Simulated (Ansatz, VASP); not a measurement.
NbAg3Te3: VASP beside Ansatz

```
Nb Ag Te
1.0
     8.92996    0.00000    0.00000
    -4.46498    7.73357    0.00000
     0.00000    0.00000    5.05012
Nb Ag Te
1 3 3
Direct
  0.00000 0.00000 0.50000
  0.33333 0.66667 0.00000
  0.66667 0.33333 0.00000
  0.00000 0.00000 0.00000
  0.50000 0.00000 0.00000
  0.00000 0.50000 0.00000
  0.50000 0.50000 0.00000
```

Alike in both runs: functional PBE; k mesh 3 × 3 × 4; occupations gaussian, width 0.2 eV; no spin polarisation.

Ansatz relaxed the structure, and its values are those at the end. VASP's run is a single point on that final structure, the one shown.

|  | VASP | Ansatz |
| --- | --- | --- |
| version | VASP 6.6.1 | Ansatz 0.2.0 |
| potentials or method | VASP PAW PBE potentials, release 64 (Nb_sv, Ag, Te), cutoff 520 eV | scalar-relativistic, plane waves, PAW |
| valence electrons in the cell | 64 | 118 |

|  | VASP | Ansatz | Ansatz less VASP |
| --- | --- | --- | --- |
| gap on the k mesh at the Fermi level (eV) | none | none | - |
| pressure (GPa) | 0.3 | 0.3 | +0.05 |

A gap of «none» marks a metal or a gap that the smearing closes. VASP's potentials hold 64 valence electrons a cell and Ansatz's 118, so a difference there can come from the potentials and not from the codes.

Neither program's run includes spin-orbit coupling.
